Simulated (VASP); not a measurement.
AlGa3As4: single point with r2SCAN

Crystal: AlGa3As4.

```xyz
8
Lattice="5.7404 0.0000 0.0000 0.0000 5.7404 0.0000 0.0000 0.0000 5.7404" Properties=species:S:1:pos:R:3 pbc="T T T"
Al    2.8702    2.8702    2.8702
Ga    2.8702    0.0000    0.0000
Ga    0.0000    0.0000    2.8702
Ga    0.0000    2.8702    0.0000
As    4.3014    1.4390    4.3014
As    4.3014    4.3014    1.4390
As    1.4390    1.4390    1.4390
As    1.4390    4.3014    4.3014
```

- Program: VASP 6.6.1
- Task: single point
- Functional: r2SCAN
- Potentials or basis: VASP PAW PBE potentials, release 64 (Al, Ga_d, As)
- Cutoff: 520 eV
- k mesh: 6 × 6 × 6
- Occupations: gaussian, width 0.02 eV
- Spin: no spin polarisation
- Dipole correction: no
- Further INCAR settings: ALGO = Normal; EDIFF = 1e-07; NBANDS = 41

```
Pressure               : -2.4 GPa
Largest force          : 0.038 eV/Å
Band gap on the k mesh : 1.01 eV
```

Forces on the atoms (eV/Å):
```
Al   0.000  0.000  0.000
Ga   0.000  0.000  0.000
Ga   0.000  0.000  0.000
Ga   0.000  0.000  0.000
As   0.022 -0.022  0.022
As   0.022  0.022 -0.022
As  -0.022 -0.022 -0.022
As  -0.022  0.022  0.022
```

Levels at points of the mesh, in eV from the valence-band top:
| k point | band 27 | band 28 | band 29 | band 30 | band 31 | band 32 | band 33 | band 34 | band 35 | band 36 |
| --- | --- | --- | --- | --- | --- | --- | --- | --- | --- | --- |
| (0.00, 0.00, 0.00) | -2.48 | -2.48 | 0.00 | 0.00 | 0.00 | 1.01 | 1.87 | 1.87 | 1.87 | 1.88 |
| (0.50, 0.00, 0.00) | -3.09 | -1.59 | -1.59 | -1.49 | -1.49 | 2.34 | 2.54 | 3.60 | 3.68 | 4.91 |
| (0.50, 0.50, 0.00) | -3.08 | -1.13 | -1.12 | -1.12 | -1.02 | 2.96 | 3.10 | 3.10 | 3.56 | 5.88 |
| (0.50, 0.50, 0.50) | -1.01 | -1.01 | -0.98 | -0.98 | -0.98 | 1.29 | 1.29 | 1.29 | 2.35 | 4.75 |

It took 20 min on 1 thread of Intel Xeon 8259CL, with other jobs on the host, peak memory 0.45 GiB.

Caveat: the PAW data sets were made with another functional, which shifts forces and pressure a little. A k mesh can miss the band edges.
